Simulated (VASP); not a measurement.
# TePb (F-43m) in VASP: notebook

TePb is run at these levels: PBE; tasks: single point.

All numbers are computed with VASP 6.6.1; they aren't measurements. Logs are shortened: lines on timing, memory, paths and dates and some standing lists are left out, and cuts for length are marked.

## 1. The cell of the first run

It takes space group F-43m (No. 216, cubic). Conventional cell: a = 7.283 Å, b = 7.283 Å, c = 7.283 Å, α = 90.00°, β = 90.00°, γ = 90.00°. Pb (site symmetry -43m) has 4 Te at 3.15 Å within 4.1 Å. Te (site symmetry -43m) has 4 Pb at 3.15 Å within 4.1 Å.

## 2. Single point, PBE

INCAR reads:

```
SYSTEM = TePb
PREC = Accurate
ENCUT = 500
EDIFF = 1E-6
ISMEAR = 0
SIGMA = 0.01
LREAL = .False.
LASPH = .True.
NELM = 120
ALGO = Normal
ISIF = 2
LWAVE = .False.
LCHARG = .False.
GGA = PE
NBANDS = 17
GGA_COMPAT = .False.
```

KPOINTS reads:

```
Automatic mesh
0
Gamma
  2 2 2
  0 0 0
```

POSCAR reads:

```
TePb
1.0
    0.0000000000      3.6414940692      3.6414940692
    3.6414940692      0.0000000000      3.6414940692
    3.6414940692      3.6414940692      0.0000000000
Pb Te
1 1
Direct
    0.0000000000      0.0000000000      0.0000000000
    0.2500000000      0.2500000000      0.2500000000
```

Potentials or basis: VASP PAW PBE potentials, release 64 (Pb_d, Te).

Started as:

```console
> cat potpaw_PBE.64/Pb_d/POTCAR potpaw_PBE.64/Te/POTCAR > POTCAR
> mpirun -np 1 vasp_std > vasp.out
```

OUTCAR:

```text
SYSTEM = TePb
   PREC = Accurate
   ENCUT = 500
   EDIFF = 1E-6
   ISMEAR = 0
   LREAL = .False.
   LASPH = .True.
   NELM = 120
   ISIF = 2
   GGA = PE

 ion  position               nearest neighbor table
   1  0.000  0.000  0.000-   2 3.15   2 3.15   2 3.15   2 3.15
   2  0.250  0.250  0.250-   1 3.15   1 3.15   1 3.15   1 3.15

  LATTYP: Found a face centered cubic cell.
 ALAT       =     7.2829881384

  Lattice vectors:

 A1 = (   0.0000000000,   3.6414940692,   3.6414940692)
 A2 = (   3.6414940692,   0.0000000000,   3.6414940692)
 A3 = (   3.6414940692,   3.6414940692,   0.0000000000)

Analysis of symmetry for initial positions (statically):
=====================================================================
 Subroutine PRICEL returns:
 Original cell was already a primitive cell.

 Routine SETGRP: Setting up the symmetry group for a
 face centered cubic supercell.

 Subroutine GETGRP returns: Found 24 space group operations
 (whereof 24 operations were pure point group operations)
 out of a pool of 48 trial point group operations.

The static configuration has the point symmetry T_d .

Analysis of symmetry for dynamics (positions and initial velocities):
=====================================================================
 Subroutine PRICEL returns:
 Original cell was already a primitive cell.

 Routine SETGRP: Setting up the symmetry group for a
 face centered cubic supercell.

 Subroutine GETGRP returns: Found 24 space group operations
 (whereof 24 operations were pure point group operations)
 out of a pool of 48 trial point group operations.

The dynamic configuration has the point symmetry T_d .

 Subroutine INISYM returns: Found 24 space group operations
 (whereof 24 operations are pure point group operations),
 and found     1 'primitive' translations

----------------------------------------------------------------------------------------

                                     Primitive cell

  volume of cell :      96.5759

  direct lattice vectors                    reciprocal lattice vectors
     0.000000000  3.641494069  3.641494069    -0.137306279  0.137306279  0.137306279
     3.641494069  0.000000000  3.641494069     0.137306279 -0.137306279  0.137306279
     3.641494069  3.641494069  0.000000000     0.137306279  0.137306279 -0.137306279

  length of vectors
     5.149850300  5.149850300  5.149850300     0.237821451  0.237821451  0.237821451

  position of ions in fractional coordinates (direct lattice)
     0.000000000  0.000000000  0.000000000
     0.250000000  0.250000000  0.250000000

  ion indices of the primitive-cell ions
   primitive index   ion index
                 1           1
                 2           2

----------------------------------------------------------------------------------------

 KPOINTS: Automatic mesh

Automatic generation of k-mesh.
 Grid dimensions read from file:
 generate k-points for:    2    2    2

 Generating k-lattice:

  Cartesian coordinates                     Fractional coordinates (reciprocal lattice)
    -0.068653139  0.068653139  0.068653139     0.500000000  0.000000000  0.000000000
     0.068653139 -0.068653139  0.068653139     0.000000000  0.500000000  0.000000000
     0.068653139  0.068653139 -0.068653139     0.000000000  0.000000000  0.500000000

  Length of vectors
     0.118910726  0.118910726  0.118910726

  Shift w.r.t. Gamma in fractional coordinates (k-lattice)
     0.000000000  0.000000000  0.000000000

 Subroutine IBZKPT returns following result:
 ===========================================

 Found      3 irreducible k-points:

 Following reciprocal coordinates:
            Coordinates               Weight
  0.000000  0.000000  0.000000      1.000000
  0.500000  0.000000  0.000000      4.000000
  0.500000  0.500000  0.000000      3.000000
   k-points           NKPTS =      3   k-points in BZ     NKDIM =      3   number of bands    NBANDS=     17
   number of dos      NEDOS =    301   number of ions     NIONS =      2
   total plane-waves  NPLWV =  64000
   dimension x,y,z NGX =    40 NGY =   40 NGZ =   40
   dimension x,y,z NGXF=    80 NGYF=   80 NGZF=   80
   ions per type =               1   1
   NGX,Y,Z   is equivalent  to a cutoff of  12.91, 12.91, 12.91 a.u.
   NGXF,Y,Z  is equivalent  to a cutoff of  25.83, 25.83, 25.83 a.u.
 SYSTEM =  TePb
   PREC   = accura    normal or accurate (medium, high low for compatibility)
   ISTART =      0    job   : 0-new  1-cont  2-samecut
   ICHARG =      2    charge: 1-file 2-atom 10-const
   ISPIN  =      1    spin polarized calculation?
   LNONCOLLINEAR =      F non collinear calculations
   LSORBIT =      F    spin-orbit coupling
   LASPH  =      T    aspherical Exc in radial PAW
   ENCUT  =  500.0 eV  36.75 Ry    6.06 a.u.   9.39  9.39  9.39*2*pi/ulx,y,z
   NELM   =    120;   NELMIN=  2; NELMDL= -5     # of ELM steps
   EDIFF  = 0.1E-05   stopping-criterion for ELM
   LREAL  =      F    real-space projection
   EDIFFG = 0.1E-04   stopping-criterion for IOM
   NSW    =      0    number of steps for IOM
   IBRION =     -1    ionic relax: 0-MD 1-quasi-New 2-CG
   NFREE  =      0    steps in history (QN), initial steepest desc. (CG)
   ISIF   =      2    stress and relaxation
   ISYM   =      2    0-nonsym 1-usesym 2-fastsym
   POTIM  = 0.5000    time-step for ionic-motion
   TEBEG  =    0.0;   TEEND  =   0.0 temperature during run
   PSTRESS=    0.0 pullay stress
   NELECT =      20.0000    total number of electrons
   NUPDOWN=      -1.0000    fix difference up-down
   EMIN   =  10.00;   EMAX   =-10.00  energy-range for DOS
   EFERMI =   0.00;   METHOD = LEGACY
   ISMEAR =     0;   SIGMA  =   0.01  broadening in eV -4-tet -1-fermi 0-gaus
   EFERMI_NEDOS =   21; number of points for ismear=-14 and -15
   IALGO  =     38    algorithm
   IMIX   =      4    mixing-type and parameters
     AMIX     =   0.40;   BMIX     =  1.00
     AMIX_MAG =   1.60;   BMIX_MAG =  1.00
  volume/ion in A,a.u.               =      48.29       325.86
  Fermi-wavevector in a.u.,A,eV,Ry     =   0.968565  1.830322 12.763860  0.938117
  Thomas-Fermi vector in A             =   2.098544
   LORBIT       =      0    0 simple, 1 ext, 2 COOP (PROOUT), +10 PAW based schemes
   GGA     = PE    functional components
   LHFCALC =     F    Hartree Fock is set to
   AEXX    =    0.0000 exact exchange contribution
   IVDW    =     0    specifies the selected vdW correction
   LEPSILON=     F    determine dielectric tensor
   LRPA    =     F    only Hartree local field effects (RPA)
 non-spin polarized calculation
 Gauss-broadening in eV      SIGMA  =   0.01
  energy-cutoff  :      500.00
  volume of cell :       96.58
 maximum number of plane-waves:      2452
 NGX is ok and might be reduce to    40
   NGX = 19   NGY = 19   NGZ = 19

 number of electron      20.0000000 magnetization

 Free energy of the ion-electron system (eV)
  ---------------------------------------------------
  ext. energy  EPLUGINS =         0.00000000
  ---------------------------------------------------
  free energy    TOTEN  =        -7.37419456 eV

  energy without entropy =       -7.37419456  energy(sigma->0) =       -7.37419456

 E-fermi :   2.2244     XC(G=0):  -7.4669

 val. band max:        2.1768273382   @ k =   0.5000   0.5000   0.0000
 cond. band min:       3.3864460724   @ k =   0.5000   0.5000   0.0000
 fundamental gap:      1.2096187341
 Fermi energy:         2.2243998798

 k-point     1 :       0.0000    0.0000    0.0000
  band No.  band energies     occupation
      1     -14.1801      2.00000
      2     -14.1801      2.00000
      3     -14.1801      2.00000
      4     -14.1571      2.00000
      5     -14.1571      2.00000
      6      -8.6062      2.00000
      7      -3.4577      2.00000
      8       1.3281      2.00000
      9       1.3281      2.00000
     10       1.3281      2.00000
     11       4.3092      0.00000
     12       4.3092      0.00000
     13       4.3092      0.00000
     14       6.8583      0.00000
     15       9.8490      0.00000
     16       9.8490      0.00000
     17      10.7317      0.00000

 k-point     2 :       0.5000    0.0000    0.0000
  band No.  band energies     occupation
      1     -14.1893      2.00000
      2     -14.1757      2.00000
      3     -14.1757      2.00000
      4     -14.1563      2.00000
      5     -14.1563      2.00000
      6      -7.8966      2.00000
      7      -5.0759      2.00000
      8       0.7757      2.00000
      9       0.7757      2.00000
     10       0.8476      2.00000
     11       5.1224      0.00000
     12       5.1224      0.00000
     13       6.5077      0.00000
     14       8.5570      0.00000
     15       9.5993      0.00000
     16      10.1158      0.00000
     17      10.1158      0.00000

 k-point     3 :       0.5000    0.5000    0.0000
  band No.  band energies     occupation
      1     -14.1979      2.00000
      2     -14.1702      2.00000
      3     -14.1702      2.00000
      4     -14.1601      2.00000
      5     -14.1543      2.00000
      6      -7.5392      2.00000
      7      -5.5800      2.00000
      8       0.1033      2.00000
      9       0.1033      2.00000
     10       2.1768      2.00000
     11       3.3864      0.00000
     12       7.1756      0.00000
     13       7.1756      0.00000
     14       8.3742      0.00000
     15       9.8022      0.00000
     16      11.3716      0.00000
     17      11.4519      0.00000

------------------------ aborting loop because EDIFF is reached ----------------------------------------

  FORCE on cell =-STRESS in cart. coord.  units (eV):
  Direction    XX          YY          ZZ          XY          YZ          ZX
  --------------------------------------------------------------------------------------
  -------------------------------------------------------------------------------------
  Total       -0.1912321     -0.1912321     -0.1912321     -0.0000000     -0.0000000      0.0000000
  in kB       -3.1725075     -3.1725075     -3.1725075     -0.0000000     -0.0000000      0.0000000
  external PRESSURE =      -3.1725075 kB  Pullay stress =       0.0000000 kB

 VOLUME and BASIS-vectors are now :
 -----------------------------------------------------------------------------
  energy-cutoff  :      500.00
  volume of cell :       96.58
      direct lattice vectors                 reciprocal lattice vectors
     0.000000000  3.641494069  3.641494069    -0.137306279  0.137306279  0.137306279
     3.641494069  0.000000000  3.641494069     0.137306279 -0.137306279  0.137306279
     3.641494069  3.641494069  0.000000000     0.137306279  0.137306279 -0.137306279

 POSITION                                       TOTAL-FORCE (eV/Angst)
 -----------------------------------------------------------------------------------
      0.00000      0.00000      0.00000         0.000000      0.000000      0.000000
      1.82075      1.82075      1.82075        -0.000000     -0.000000     -0.000000
 -----------------------------------------------------------------------------------
    total drift:                                0.000000      0.000000      0.000000

  FREE ENERGIE OF THE ION-ELECTRON SYSTEM (eV)
  ---------------------------------------------------
  free  energy   TOTEN  =        -7.3741945608 eV

  energy  without entropy=       -7.3741945608  energy(sigma->0) =       -7.37419456
```

Run time: 22 s. Hardware: 1 thread of AMD EPYC 9R45, shared host; peak memory 0.2 GiB.

What came out:

- Free energy: -7.3742 eV
- Pressure: -0.3 GPa
- Band gap on the k mesh: 1.21 eV, direct

Levels at points of the mesh, in eV from the valence-band top:
```
           k point  band 7  band 8  band 9  band 10  band 11  band 12  band 13  band 14
(0.00, 0.00, 0.00)   -5.63   -0.85   -0.85    -0.85     2.13     2.13     2.13     4.68
(0.50, 0.00, 0.00)   -7.25   -1.40   -1.40    -1.33     2.95     2.95     4.33     6.38
(0.50, 0.50, 0.00)   -7.76   -2.07   -2.07     0.00     1.21     5.00     5.00     6.20
```

Caveat: the k points lie up to 0.75 Å⁻¹ apart; spin-orbit coupling is left out, which moves the levels of the heavy elements.

[end of part 1 of 2]
